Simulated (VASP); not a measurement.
The system is Y.

```
Y
1.0
     3.65710    0.00000    0.00000
    -1.82855    3.16715    0.00000
     0.00000    0.00000    5.67407
Y
2
Cartesian
  0.0000 2.1114 1.4185
  1.8286 1.0557 4.2555
```

- Program: VASP 6.6.1
- Task: relaxation of cell and atoms
- Functional: PBE
- Dispersion: D3(BJ)
- Potentials or basis: VASP PAW PBE potentials, release 64 (Y_sv)
- Cutoff: 600 eV
- k mesh: 15 × 15 × 8
- Occupations: gaussian, width 0.1 eV
- Spin: no spin polarisation

At the start: pressure -1.8 GPa; volume 32.86 Å³/atom.

Where does the relaxation end?

Over 8 steps the energy falls by 8.5 meV/atom and the volume is 31.42 Å³/atom (-4.4 %); space group P6_3/mmc (No. 194, to 0.1 Å) before and after.

Step by step:
```csv
step,energy change (eV),largest force (eV/Å),pressure (GPa),volume (Å³)
1,0.0000,0.0000,-1.80,65.72
2,-0.0164,0.0000,0.36,62.27
3,-0.0170,0.0000,-0.05,62.79
4,-0.0169,0.0000,0.08,62.72
5,-0.0169,0.0000,-0.07,62.86
6,-0.0169,0.0000,0.02,62.79
7,-0.0170,0.0000,0.03,62.81
8,-0.0170,0.0000,0.01,62.83
```

Final structure:
```
CELL_PARAMETERS angstrom
3.60255 0.00000 0.00000
-1.80127 3.11990 0.00000
0.00000 0.00000 5.59036
ATOMIC_POSITIONS crystal
Y 0.33333 0.66667 0.25000
Y 0.66667 0.33333 0.75000
```
